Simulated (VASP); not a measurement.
# Al (Fm-3m) in VASP: notebook, part 2 of 2

VASP 6.6.1. The steps go on from the part before.

## 5. Single point, PBE

INCAR reads:

```
  PREC = Accurate
  ENCUT = 520
  EDIFF = 1E-6
  ISMEAR = -1
  SIGMA = 0.03
  LREAL = False
  LASPH = True
  NELM = 60
  ALGO = Normal
  ISIF = 2
  LWAVE = False
  LCHARG = True
  GGA = PE
  LELF = True
  LVHAR = True
  NBANDS = 8
```

KPOINTS reads:

```
Automatic mesh
0
Gamma
  4 4 4
```

POSCAR reads:

```
Al
1.0
    0.0000000000      2.0248050000      2.0248050000
    2.0248050000      0.0000000000      2.0248050000
    2.0248050000      2.0248050000      0.0000000000
Al
1
Direct
    0.0000000000      0.0000000000      0.0000000000
```

Potentials or basis: VASP PAW PBE potentials, release 64 (Al).

On the command line:

```console
cat potpaw_PBE.64/Al/POTCAR > POTCAR
mpirun -np 1 vasp_std > vasp.out
```

OUTCAR:

```text
PREC = Accurate
   ENCUT = 520
   EDIFF = 1E-6
   ISMEAR = -1
   LREAL = False
   LASPH = True
   NELM = 60
   ISIF = 2
   GGA = PE

 ion  position               nearest neighbor table
   1  0.000  0.000  0.000-

  LATTYP: Found a face centered cubic cell.
 ALAT       =     4.0496100000

  Lattice vectors:

 A1 = (   0.0000000000,   2.0248050000,   2.0248050000)
 A2 = (   2.0248050000,   0.0000000000,   2.0248050000)
 A3 = (   2.0248050000,   2.0248050000,   0.0000000000)

Analysis of symmetry for initial positions (statically):
=====================================================================
 Subroutine PRICEL returns:
 Original cell was already a primitive cell.

 Routine SETGRP: Setting up the symmetry group for a
 face centered cubic supercell.

 Subroutine GETGRP returns: Found 48 space group operations
[... 9 lines left out ...]

 Routine SETGRP: Setting up the symmetry group for a
 face centered cubic supercell.

 Subroutine GETGRP returns: Found 48 space group operations
 (whereof 48 operations were pure point group operations)
 out of a pool of 48 trial point group operations.

The dynamic configuration has the point symmetry O_h .

 Subroutine INISYM returns: Found 48 space group operations
 (whereof 48 operations are pure point group operations),
 and found     1 'primitive' translations

----------------------------------------------------------------------------------------

                                     Primitive cell

  volume of cell :      16.6027

  direct lattice vectors                    reciprocal lattice vectors
     0.000000000  2.024805000  2.024805000    -0.246937359  0.246937359  0.246937359
     2.024805000  0.000000000  2.024805000     0.246937359 -0.246937359  0.246937359
     2.024805000  2.024805000  0.000000000     0.246937359  0.246937359 -0.246937359

  length of vectors
[... 80 lines left out ...]
   IALGO  =     38    algorithm
   IMIX   =      4    mixing-type and parameters
     AMIX     =   0.40;   BMIX     =  1.00
     AMIX_MAG =   1.60;   BMIX_MAG =  1.00
  volume/ion in A,a.u.               =      16.60       112.04
  Fermi-wavevector in a.u.,A,eV,Ry     =   0.925526  1.748991 11.654733  0.856599
  Thomas-Fermi vector in A             =   2.051390
   LORBIT       =      0    0 simple, 1 ext, 2 COOP (PROOUT), +10 PAW based schemes
   GGA     = PE    functional components
   LHFCALC =     F    Hartree Fock is set to
   AEXX    =    0.0000 exact exchange contribution
   IVDW    =     0    specifies the selected vdW correction
   LEPSILON=     F    determine dielectric tensor
   LRPA    =     F    only Hartree local field effects (RPA)
 non-spin polarized calculation
  energy-cutoff  :      520.00
  volume of cell :       16.60
 maximum number of plane-waves:       459
 NGX is ok and might be reduce to    24
   NGX = 11   NGY = 11   NGZ = 11

 number of electron       3.0000000 magnetization

 Free energy of the ion-electron system (eV)
  ---------------------------------------------------
  ext. energy  EPLUGINS =         0.00000000
  ---------------------------------------------------
  free energy    TOTEN  =        -3.45661373 eV

  energy without entropy =       -3.44445969  energy(sigma->0) =       -3.45053671

 E-fermi :   7.2287     XC(G=0): -10.1707

 val. band max:        7.1872894364   @ k =   0.5000   0.2500   0.0000
 cond. band min:       8.1160734169   @ k =  -0.2500   0.5000   0.2500
 fundamental gap:      0.9287839805
 Fermi energy:         7.2287011677

 k-point     1 :       0.0000    0.0000    0.0000
  band No.  band energies     occupation
      1      -3.1522      2.00000
      2      20.5253      0.00000
      3      20.5253      0.00000
      4      20.5253      0.00000
      5      21.9692      0.00000
      6      21.9692      0.00000
      7      21.9692      0.00000
      8      24.3673      0.00000
[... 67 lines left out ...]
 k-point     8 :      -0.2500    0.5000    0.2500
  band No.  band energies     occupation
      1       7.1027      1.97045
      2       7.1027      1.97045
      3       8.1161      0.00000
      4       9.0132      0.00000
      5      23.7102      0.00000
      6      23.7102      0.00000
      7      24.2309      0.00000
      8      26.2683      0.00000

------------------------ aborting loop because EDIFF is reached ----------------------------------------

  FORCE on cell =-STRESS in cart. coord.  units (eV):
  Direction    XX          YY          ZZ          XY          YZ          ZX
  --------------------------------------------------------------------------------------
  -------------------------------------------------------------------------------------
  Total        0.0227205      0.0227205      0.0227205     -0.0000000     -0.0000000      0.0000000
  in kB        2.1925474      2.1925474      2.1925474     -0.0000000     -0.0000000      0.0000000
  external PRESSURE =       2.1925474 kB  Pullay stress =       0.0000000 kB

 VOLUME and BASIS-vectors are now :
 -----------------------------------------------------------------------------
  energy-cutoff  :      520.00
  volume of cell :       16.60
      direct lattice vectors                 reciprocal lattice vectors
     0.000000000  2.024805000  2.024805000    -0.246937359  0.246937359  0.246937359
     2.024805000  0.000000000  2.024805000     0.246937359 -0.246937359  0.246937359
     2.024805000  2.024805000  0.000000000     0.246937359  0.246937359 -0.246937359

 POSITION                                       TOTAL-FORCE (eV/Angst)
 -----------------------------------------------------------------------------------
      0.00000      0.00000      0.00000         0.000000      0.000000      0.000000
 -----------------------------------------------------------------------------------
    total drift:                               -0.000000      0.000000      0.000000

  FREE ENERGIE OF THE ION-ELECTRON SYSTEM (eV)
  ---------------------------------------------------
  free  energy   TOTEN  =        -3.4566137282 eV

  energy  without entropy=       -3.4444596913  energy(sigma->0) =       -3.45053671
```

stdout:

```text
POSCAR found type information on POSCAR Al
 POSCAR found :  1 types and       1 ions
 scaLAPACK will be used
 LDA part: xc-table for (Slater+PW92), standard interpolation
 POSCAR, INCAR and KPOINTS ok, starting setup
 FFT: planning ... GRIDC
 FFT: planning ... GRID_SOFT
 FFT: planning ... GRID
 WAVECAR not read
 entering main loop
```

Wall time 1.7 s (1 thread of Intel Xeon Platinum 8488C (Sapphire Rapids), shared host); peak memory 0.13 GiB.

What came out:

* Free energy: -3.4566 eV
* Pressure: 0.2 GPa

Levels at points of the mesh, in eV from the Fermi level:
```csv
k point,band 1,band 2,band 3,band 4
"(0.00, 0.00, 0.00)",-10.38,13.30,13.30,13.30
"(0.50, 0.00, 0.00)",-3.86,-3.66,12.06,12.06
"(0.50, 0.50, 0.00)",-2.20,-0.89,5.97,6.28
```

Caveat: the k points lie up to 0.67 Å⁻¹ apart.

## 6. The runs side by side

```tsv
task	level	cell	k mesh	cutoff (eV)	smearing	gap on the mesh (eV)	pressure (GPa)	relaxed volume (Å³/atom)
relaxation of cell and atoms	PBEsol	relaxed	11 × 11 × 11	600	fermi-dirac 0.05 eV	none	0.0	16.22
relaxation of cell and atoms	PBEsol+D3(BJ)	relaxed	11 × 11 × 11	600	fermi-dirac 0.05 eV	none	0.0	15.60
relaxation of cell and atoms	PBEsol+D4	relaxed	11 × 11 × 11	600	fermi-dirac 0.05 eV	none	0.0	15.85
single point	PBE	as given	4 × 4 × 4	520	fermi-dirac 0.03 eV	none	0.2	-
```

Alike in all rows: potentials or basis VASP PAW PBE potentials, release 64 (Al); no spin polarisation.

Caveats: some runs use coarse meshes; the PAW data sets were made with another functional, which shifts forces and pressure a little (some runs); pairwise dispersion overbinds metals, which lowers pressure and volume (some runs).

Absolute energies hang on the potentials; compare differences alone.

## 7. Comparison with measurements

Step 2. The cell as given is a measured one (16.60 Å³/atom); PBEsol puts the equilibrium volume -2.3 % from it, thermal expansion not counted.

Step 3. The cell as given is a measured one (16.60 Å³/atom); PBEsol+D3(BJ) puts the equilibrium volume -6.0 % from it, thermal expansion not counted.

Step 4. The cell as given is a measured one (16.60 Å³/atom); PBEsol+D4 puts the equilibrium volume -4.5 % from it, thermal expansion not counted.
